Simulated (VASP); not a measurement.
# TaSi2 (P1) in VASP: notebook

TaSi2 is run at these levels: PBEsol; tasks: single point.

Program: VASP 6.6.1. These are calculated values, not measurements. Logs are shortened: lines on timing, memory, paths and dates and some standing lists are left out, and cuts for length are marked.

### 1 The cell of the first run

The typed cell holds 9 atoms: a = 4.761 Å, b = 4.761 Å, c = 6.558 Å, α = 90.00°, β = 90.00°, γ = 120.00°.

### 2 Single point, PBEsol (atom 1 (Ta) moved by -0.856 Å along [1 0 0] and -0.428 Å along [0 0 1])

Contents of INCAR:

```
PREC     = Accurate       # precision mode
ENCUT    = 520            # plane-wave cutoff, eV
EDIFF    = 1E-6           # SCF threshold, eV
ISMEAR   = 0              # smearing method
SIGMA    = 0.15           # smearing width, eV
LREAL    = False          # projectors in reciprocal space
LASPH    = True           # aspherical terms in the spheres
NELM     = 80             # most SCF steps
ALGO     = Normal         # electronic algorithm
ISIF     = 2              # what is computed and relaxed
LWAVE    = False          # write WAVECAR
LCHARG   = False          # write CHGCAR
GGA      = PS             # functional
NBANDS   = 38             # bands
```

Contents of KPOINTS:

```
regular mesh
0
Gamma
  9 9 6
```

Contents of POSCAR:

```
TaSi2
1.0
    4.7613605622      0.0000000000      0.0000000000
   -2.3806802811      4.1234592035      0.0000000000
    0.0000000000      0.0000000000      6.5581204410
Ta Si
3 6
Direct
    0.3202194543      0.0000000000     -0.0652626014
    0.5000000000      0.5000000000      0.6666666667
    0.0000000000      0.5000000000      0.3333333333
    0.1592624125      0.3185248251      0.0000000000
    0.8407375875      0.1592624125      0.6666666667
    0.6814751749      0.8407375875      0.3333333333
    0.8407375875      0.6814751749      0.0000000000
    0.1592624125      0.8407375875      0.6666666667
    0.3185248251      0.1592624125      0.3333333333
```

Potentials or basis: VASP PAW PBE potentials, release 64 (Ta_pv, Si).

On the command line:

```
cat potpaw_PBE.64/Ta_pv/POTCAR potpaw_PBE.64/Si/POTCAR > POTCAR
mpirun -np 1 vasp_std > vasp.out
```

OUTCAR:

```text
PREC = Accurate
   ENCUT = 520
   EDIFF = 1E-6
   ISMEAR = 0
   LREAL = False
   LASPH = True
   NELM = 80
   ISIF = 2
   GGA = PS

 ion  position               nearest neighbor table
   1  0.320  0.000  0.935-   8 1.92   7 2.06   4 2.06   9 2.72   2 2.73   5 2.82   4 2.97   7 2.97
                             5 3.26   3 3.35   2 3.40
   2  0.500  0.500  0.667-   4 2.60   7 2.60   6 2.60   9 2.60   8 2.72   5 2.72   8 2.72   5 2.72
                             1 2.73   5 2.81   8 2.81   3 3.23   3 3.23   1 3.40
   3  0.000  0.500  0.333-   4 2.60   7 2.60   5 2.60   8 2.60   9 2.72   6 2.72   9 2.72   6 2.72
                             6 2.81   9 2.81   2 3.23   2 3.23   1 3.35
   4  0.159  0.319  0.000-   1 2.06   5 2.55   9 2.55   3 2.60   2 2.60   7 2.63   7 2.81   7 2.81
                             1 2.97
   5  0.841  0.159  0.667-   4 2.55   6 2.55   3 2.60   8 2.63   2 2.72   2 2.72   2 2.81   8 2.81
                             8 2.81   1 2.82   1 3.26
   6  0.681  0.841  0.333-   7 2.55   5 2.55   2 2.60   9 2.63   3 2.72   3 2.72   3 2.81   9 2.81
                             9 2.81
   7  0.841  0.681  0.000-   1 2.06   8 2.55   6 2.55   3 2.60   2 2.60   4 2.63   4 2.81   4 2.81
                             1 2.97
   8  0.159  0.841  0.667-   1 1.92   7 2.55   9 2.55   3 2.60   5 2.63   2 2.72   2 2.72   2 2.81
                             5 2.81   5 2.81
   9  0.319  0.159  0.333-   4 2.55   8 2.55   2 2.60   6 2.63   3 2.72   3 2.72   1 2.72   3 2.81
                             6 2.81   6 2.81

  LATTYP: Found a hexagonal cell.
 ALAT       =     4.7613605622
 C/A-ratio  =     1.3773627003

  Lattice vectors:

 A1 = (   4.7613605622,   0.0000000000,   0.0000000000)
 A2 = (  -2.3806802811,   4.1234592035,   0.0000000000)
 A3 = (   0.0000000000,   0.0000000000,   6.5581204410)

Analysis of symmetry for initial positions (statically):
=====================================================================
 Subroutine PRICEL returns:
 Original cell was already a primitive cell.

 Routine SETGRP: Setting up the symmetry group for a
 hexagonal supercell.

 Subroutine GETGRP returns: Found  1 space group operations
 (whereof  1 operations were pure point group operations)
 out of a pool of 24 trial point group operations.

The static configuration has the point symmetry C_1 .

Analysis of symmetry for dynamics (positions and initial velocities):
=====================================================================
 Subroutine PRICEL returns:
 Original cell was already a primitive cell.

 Routine SETGRP: Setting up the symmetry group for a
 hexagonal supercell.

 Subroutine GETGRP returns: Found  1 space group operations
 (whereof  1 operations were pure point group operations)
 out of a pool of 24 trial point group operations.

The dynamic configuration has the point symmetry C_1 .

 Subroutine INISYM returns: Found  1 space group operations
 (whereof  1 operations are pure point group operations),
 and found     1 'primitive' translations

----------------------------------------------------------------------------------------

                                     Primitive cell

  volume of cell :     128.7574

  direct lattice vectors                    reciprocal lattice vectors
     4.761360562  0.000000000  0.000000000     0.210024002  0.121257414  0.000000000
    -2.380680281  4.123459204  0.000000000     0.000000000  0.242514828  0.000000000
     0.000000000  0.000000000  6.558120441     0.000000000  0.000000000  0.152482713

  length of vectors
     4.761360562  4.761360562  6.558120441     0.242514828  0.242514828  0.152482713

  position of ions in fractional coordinates (direct lattice)
     0.320219454  0.000000000  0.934737399
     0.500000000  0.500000000  0.666666667
     0.000000000  0.500000000  0.333333333
     0.159262412  0.318524825  0.000000000
     0.840737588  0.159262412  0.666666667
     0.681475175  0.840737588  0.333333333
     0.840737588  0.681475175  0.000000000
     0.159262412  0.840737588  0.666666667
     0.318524825  0.159262412  0.333333333

  ion indices of the primitive-cell ions
   primitive index   ion index
                 1           1
                 2           2
                 3           3
                 4           4
                 5           5
                 6           6
                 7           7
                 8           8
                 9           9

----------------------------------------------------------------------------------------

 KPOINTS: regular mesh

Automatic generation of k-mesh.
 Grid dimensions read from file:
 generate k-points for:    9    9    6

 Generating k-lattice:

  Cartesian coordinates                     Fractional coordinates (reciprocal lattice)
     0.023336000  0.013473046  0.000000000     0.111111111  0.000000000  0.000000000
     0.000000000  0.026946092  0.000000000     0.000000000  0.111111111  0.000000000
     0.000000000  0.000000000  0.025413786     0.000000000  0.000000000  0.166666667

  Length of vectors
     0.026946092  0.026946092  0.025413786

  Shift w.r.t. Gamma in fractional coordinates (k-lattice)
     0.000000000  0.000000000  0.000000000

 Subroutine IBZKPT returns following result:
 ===========================================

 Found    244 irreducible k-points:

 Following reciprocal coordinates:
            Coordinates               Weight
  0.000000  0.000000  0.000000      1.000000
  0.111111  0.000000  0.000000      2.000000
  0.000000  0.111111  0.000000      2.000000
 -0.111111  0.111111  0.000000      2.000000
  0.222222 -0.000000  0.000000      2.000000
  0.000000  0.222222  0.000000      2.000000
[... 16 lines left out ...]
  0.333333  0.111111  0.000000      2.000000
 -0.111111  0.444444  0.000000      2.000000
 [... further k-points ...]
   k-points           NKPTS =    244   k-points in BZ     NKDIM =    244   number of bands    NBANDS=     38
   number of dos      NEDOS =    301   number of ions     NIONS =      9
   total plane-waves  NPLWV =  64800
   dimension x,y,z NGX =    36 NGY =   36 NGZ =   50
   dimension x,y,z NGXF=    72 NGYF=   72 NGZF=  100
   ions per type =               3   6
   NGX,Y,Z   is equivalent  to a cutoff of  12.57, 12.57, 12.67 a.u.
   NGXF,Y,Z  is equivalent  to a cutoff of  25.14, 25.14, 25.35 a.u.
 SYSTEM =  unknown system
   PREC   = accura    normal or accurate (medium, high low for compatibility)
   ISTART =      0    job   : 0-new  1-cont  2-samecut
   ICHARG =      2    charge: 1-file 2-atom 10-const
   ISPIN  =      1    spin polarized calculation?
   LNONCOLLINEAR =      F non collinear calculations
   LSORBIT =      F    spin-orbit coupling
   LASPH  =      T    aspherical Exc in radial PAW
   ENCUT  =  520.0 eV  38.22 Ry    6.18 a.u.   8.85  8.85 12.19*2*pi/ulx,y,z
   NELM   =     80;   NELMIN=  2; NELMDL= -5     # of ELM steps
   EDIFF  = 0.1E-05   stopping-criterion for ELM
   LREAL  =      F    real-space projection
   EDIFFG = 0.1E-04   stopping-criterion for IOM
   NSW    =      0    number of steps for IOM
   IBRION =     -1    ionic relax: 0-MD 1-quasi-New 2-CG
   NFREE  =      0    steps in history (QN), initial steepest desc. (CG)
   ISIF   =      2    stress and relaxation
   ISYM   =      2    0-nonsym 1-usesym 2-fastsym
   POTIM  = 0.5000    time-step for ionic-motion
   TEBEG  =    0.0;   TEEND  =   0.0 temperature during run
   PSTRESS=    0.0 pullay stress
   NELECT =      57.0000    total number of electrons
   NUPDOWN=      -1.0000    fix difference up-down
   EMIN   =  10.00;   EMAX   =-10.00  energy-range for DOS
   EFERMI =   0.00;   METHOD = LEGACY
   ISMEAR =     0;   SIGMA  =   0.15  broadening in eV -4-tet -1-fermi 0-gaus
   EFERMI_NEDOS =   21; number of points for ismear=-14 and -15
   IALGO  =     38    algorithm
   IMIX   =      4    mixing-type and parameters
     AMIX     =   0.40;   BMIX     =  1.00
     AMIX_MAG =   1.60;   BMIX_MAG =  1.00
  volume/ion in A,a.u.               =      14.31        96.54
  Fermi-wavevector in a.u.,A,eV,Ry     =   1.247697  2.357805 21.180833  1.556747
  Thomas-Fermi vector in A             =   2.381817
   LORBIT       =      0    0 simple, 1 ext, 2 COOP (PROOUT), +10 PAW based schemes
   GGA     = PS    functional components
   LHFCALC =     F    Hartree Fock is set to
   AEXX    =    0.0000 exact exchange contribution
   IVDW    =     0    specifies the selected vdW correction
   LEPSILON=     F    determine dielectric tensor
   LRPA    =     F    only Hartree local field effects (RPA)
 non-spin polarized calculation
 Gauss-broadening in eV      SIGMA  =   0.15
  energy-cutoff  :      520.00
  volume of cell :      128.76
 maximum number of plane-waves:      3501
   NGX = 17   NGY = 17   NGZ = 25

 number of electron      56.9999999 magnetization

 Free energy of the ion-electron system (eV)
  ---------------------------------------------------
  ext. energy  EPLUGINS =         0.00000000
  ---------------------------------------------------
  free energy    TOTEN  =       -66.47964969 eV

  energy without entropy =      -66.43974290  energy(sigma->0) =      -66.45969630

 E-fermi :   9.2888     XC(G=0): -12.1104

 val. band max:        9.2879185948   @ k =  -0.1111   0.4444   0.1667
 cond. band min:       9.2904758236   @ k =   0.2222   0.1111   0.3333
 fundamental gap:      0.0025572288
 Fermi energy:         9.2887519672

 k-point     1 :       0.0000    0.0000    0.0000
  band No.  band energies     occupation
      1     -25.1590      2.00000
      2     -25.0729      2.00000
      3     -25.0518      2.00000
      4     -24.9580      2.00000
      5     -24.8979      2.00000
      6     -24.8636      2.00000
[... 30 lines left out ...]
     37      13.4104      0.00000
     38      13.5655      0.00000
[... 941 lines left out ...]
     37      12.8570      0.00000
     38      13.3402      0.00000

 [... further k-points ...]

------------------------ aborting loop because EDIFF is reached ----------------------------------------

  FORCE on cell =-STRESS in cart. coord.  units (eV):
  Direction    XX          YY          ZZ          XY          YZ          ZX
  --------------------------------------------------------------------------------------
  -------------------------------------------------------------------------------------
  Total       23.4423171     19.4488994     31.7951000      2.2923080      9.5559733      0.9593050
  in kB      291.7016984    242.0100775    395.6385636     28.5240634    118.9086224     11.9369985
  external PRESSURE =     309.7834465 kB  Pullay stress =       0.0000000 kB

 VOLUME and BASIS-vectors are now :
 -----------------------------------------------------------------------------
  energy-cutoff  :      520.00
  volume of cell :      128.76
      direct lattice vectors                 reciprocal lattice vectors
     4.761360562  0.000000000  0.000000000     0.210024002  0.121257414  0.000000000
    -2.380680281  4.123459204  0.000000000     0.000000000  0.242514828  0.000000000
     0.000000000  0.000000000  6.558120441     0.000000000  0.000000000  0.152482713

 POSITION                                       TOTAL-FORCE (eV/Angst)
 -----------------------------------------------------------------------------------
      1.52468      0.00000      6.13012        21.932709      5.022394     12.721732
      1.19034      2.06173      4.37208        -1.710057      0.457776     -1.377791
     -1.19034      2.06173      2.18604        -0.977578      0.582330      0.137042
     -0.00000      1.31342      0.00000        -7.514463      6.056051      2.380893
      3.62390      0.65671      4.37208        -0.863978     -0.121548      0.164434
      1.24322      3.46675      2.18604        -0.857595      0.076439     -0.531570
      2.38068      2.81004      0.00000        -7.436922     -6.098343      1.939889
     -1.24322      3.46675      4.37208        -2.955557     -5.929012    -14.983832
      1.13746      0.65671      2.18604         0.383441     -0.046087     -0.450796
 -----------------------------------------------------------------------------------
    total drift:                                0.000448     -0.000045      0.000242

  FREE ENERGIE OF THE ION-ELECTRON SYSTEM (eV)
  ---------------------------------------------------
  free  energy   TOTEN  =       -66.4796496950 eV

  energy  without entropy=      -66.4397429030  energy(sigma->0) =      -66.45969630
```

Wall time 8.5 min (1 thread of Intel Xeon 6975P-C (Granite Rapids), shared host); peak memory 0.91 GiB.

Results:

```
Free energy   : -66.4796 eV
Pressure      : 31.0 GPa
Largest force : 25.848 eV/Å
```

Forces on the atoms (eV/Å):
```
Ta   21.933   5.022  12.722
Ta   -1.710   0.458  -1.378
Ta   -0.978   0.582   0.137
Si   -7.514   6.056   2.381
Si   -0.864  -0.122   0.164
Si   -0.858   0.076  -0.532
Si   -7.437  -6.098   1.940
Si   -2.956  -5.929 -14.984
Si    0.383  -0.046  -0.451
```

Caveat: the cell differs from its parent crystal (atom 1 (Ta) moved by -0.856 Å along [1 0 0] and -0.428 Å along [0 0 1]); the PAW data sets were made with another functional, which shifts forces and pressure a little; spin-orbit coupling is left out, which moves the levels of the heavy elements.

### 3 Single point, PBEsol (atom 1 (Ta) moved by -0.428 Å along [1 0 0] and -1.070 Å along [0 0 1])

Contents of INCAR:

```
  ALGO = Normal
  EDIFF = 1E-7
  ENCUT = 520
  GGA = PS
  ISIF = 2
  ISMEAR = 0
  LASPH = True
  LCHARG = True
  LELF = True
  LREAL = False
  LVHAR = True
  LWAVE = False
  NBANDS = 38
  NELM = 100
  PREC = Accurate
  SIGMA = 0.15
```

Contents of KPOINTS:

```
k-points
0
Gamma
  9 9 6
```

Changes to POSCAR since step 2:

```diff
@@ -8,3 +8,3 @@
 Direct
-    0.3202194543      0.0000000000     -0.0652626014
+    0.4101097272      0.0000000000     -0.1631565034
     0.5000000000      0.5000000000      0.6666666667
```

Potentials or basis: VASP PAW PBE potentials, release 64 (Ta_pv, Si).

On the command line:

```
cat potpaw_PBE.64/Ta_pv/POTCAR potpaw_PBE.64/Si/POTCAR > POTCAR
mpirun -np 1 vasp_std > vasp.out
```

It took 13 min on 1 thread of AMD EPYC 9R45 (Zen 5), shared host; peak memory 0.88 GiB.

Results (log left out):

- Free energy: -54.8691 eV
- Pressure: 47.1 GPa
- Largest force: 56.491 eV/Å

Forces in eV/Å, atoms in the order of the input:
```
Ta   24.806  18.424  47.292
Ta   -1.064   1.618  -3.247
Ta    0.407  -0.148  -0.773
Si   -1.041   0.622   0.411
Si    4.491   2.545  -3.591
Si   -0.458   0.062  -0.788
Si   -0.688  -0.677   0.303
Si  -27.175 -22.534 -38.509
Si    0.723   0.089  -1.099
```

Stress tensor (GPa, compression positive):
```
39.84 25.94 31.54
25.94 29.18 26.23
31.54 26.23 72.15
```

Levels at points of the mesh, in eV from the Fermi level:
```tsv
k point	band 25	band 26	band 27	band 28	band 29	band 30	band 31	band 32
(0.00, 0.00, 0.00)	-2.18	-1.46	-1.28	-0.59	-0.38	0.25	0.82	1.15
(0.00, 0.00, 0.50)	-1.91	-1.58	-0.97	-0.57	-0.10	0.37	0.92	1.55
```

Caveat: the cell differs from its parent crystal (atom 1 (Ta) moved by -0.428 Å along [1 0 0] and -1.070 Å along [0 0 1]); the PAW data sets were made with another functional, which shifts forces and pressure a little; spin-orbit coupling is left out, which moves the levels of the heavy elements.

### 4 Single point, PBEsol (atom 1 (Ta) moved by -0.856 Å along [1 0 0] and -0.642 Å along [0 0 1])

Contents of INCAR:

```
  ALGO = Normal
  EDIFF = 1E-7
  ENCUT = 520
  GGA = PS
  ISIF = 2
  ISMEAR = 0
  LASPH = T
  LCHARG = F
  LREAL = F
  LWAVE = F
  NBANDS = 38
  NELM = 100
  PREC = Accurate
  SIGMA = 0.15
```

KPOINTS is that of step 3.

Changes to POSCAR since step 3:

```diff
@@ -8,3 +8,3 @@
 Direct
-    0.4101097272      0.0000000000     -0.1631565034
+    0.3202194543      0.0000000000     -0.0978939020
     0.5000000000      0.5000000000      0.6666666667
```

On the command line:

```
cat potpaw_PBE.64/Ta_pv/POTCAR potpaw_PBE.64/Si/POTCAR > POTCAR
mpirun -np 1 vasp_std > vasp.out
```

It took 8.3 min on 1 thread of Intel Xeon 6975P-C (Granite Rapids), shared host; peak memory 0.91 GiB.

Results (log left out):

- Free energy: -62.4282 eV
- Pressure: 38.3 GPa
- Largest force: 34.782 eV/Å

Forces in eV/Å, atoms in the order of the input:
```
Ta   20.378  10.629  26.107
Ta   -1.451   1.292  -1.995
Ta   -0.415   0.389   0.224
Si   -5.796   4.759   2.686
Si   -0.654  -0.002   0.079
Si   -0.691   0.049  -0.590
Si   -5.650  -4.885   2.382
Si   -6.286 -12.145 -27.954
Si    0.565  -0.087  -0.938
```

Stress tensor (GPa, compression positive):
```
23.47  6.50  6.38
 6.50 27.52 20.71
 6.38 20.71 63.89
```

Levels at points of the mesh, in eV from the Fermi level:
```csv
k point,band 26,band 27,band 28,band 29,band 30,band 31
"(0.00, 0.00, 0.00)",-1.69,-1.37,-1.10,-0.26,0.80,1.25
"(0.00, 0.00, 0.50)",-1.59,-1.43,-0.50,-0.02,0.93,1.10
```

Caveat: the cell differs from its parent crystal (atom 1 (Ta) moved by -0.856 Å along [1 0 0] and -0.642 Å along [0 0 1]); the PAW data sets were made with another functional, which shifts forces and pressure a little; spin-orbit coupling is left out, which moves the levels of the heavy elements.

### 5 Single point, PBEsol (atom 1 (Ta) moved by -0.856 Å along [1 0 0] and -0.214 Å along [0 0 1])

Contents of INCAR:

```
SYSTEM = TaSi2
PREC = Accurate ; ENCUT = 520
EDIFF = 1E-7 ; ISMEAR = 0
SIGMA = 0.15 ; LREAL = .False.
LASPH = .True. ; NELM = 80
ALGO = Normal ; ISIF = 2
LWAVE = .False. ; LCHARG = .False.
GGA = PS ; NBANDS = 38
```

Contents of KPOINTS:

```
regular mesh
0
Gamma
  9 9 6
  0 0 0
```

Changes to POSCAR since step 4:

```diff
@@ -8,3 +8,3 @@
 Direct
-    0.3202194543      0.0000000000     -0.0978939020
+    0.3202194543      0.0000000000     -0.0326313007
     0.5000000000      0.5000000000      0.6666666667
```

On the command line:

```
cat potpaw_PBE.64/Ta_pv/POTCAR potpaw_PBE.64/Si/POTCAR > POTCAR
mpirun -np 1 vasp_std > vasp.out
```

It took 11 min on 1 thread of Intel Xeon 6975P-C (Granite Rapids), shared host; peak memory 0.91 GiB.

Results (log left out):

```yaml
Free_energy: -68.2691 eV
Pressure: 26.8 GPa
Largest_force: 23.992 eV/Å
```

Forces on the atoms (eV/Å):
```
Ta  23.430  1.962  4.778
Ta  -1.682 -0.043 -0.779
Ta  -1.327  0.554  0.225
Si  -8.701  7.000  1.545
Si  -1.011 -0.162  0.301
Si  -0.980  0.124 -0.471
Si  -8.660 -6.989  0.963
Si  -1.194 -2.688 -7.162
Si   0.125  0.242  0.599
```

Stress tensor (GPa, compression positive):
```
33.52  0.94 -0.59
 0.94 23.67  7.11
-0.59  7.11 23.15
```

Levels at points of the mesh, in eV from the Fermi level:
| k point | band 26 | band 27 | band 28 | band 29 | band 30 | band 31 |
| --- | --- | --- | --- | --- | --- | --- |
| (0.00, 0.00, 0.00) | -1.61 | -1.53 | -1.26 | -0.69 | 0.52 | 1.44 |
| (0.00, 0.00, 0.50) | -1.56 | -1.44 | -1.03 | 0.43 | 0.65 | 1.15 |

Caveat: the cell differs from its parent crystal (atom 1 (Ta) moved by -0.856 Å along [1 0 0] and -0.214 Å along [0 0 1]); the PAW data sets were made with another functional, which shifts forces and pressure a little; spin-orbit coupling is left out, which moves the levels of the heavy elements.
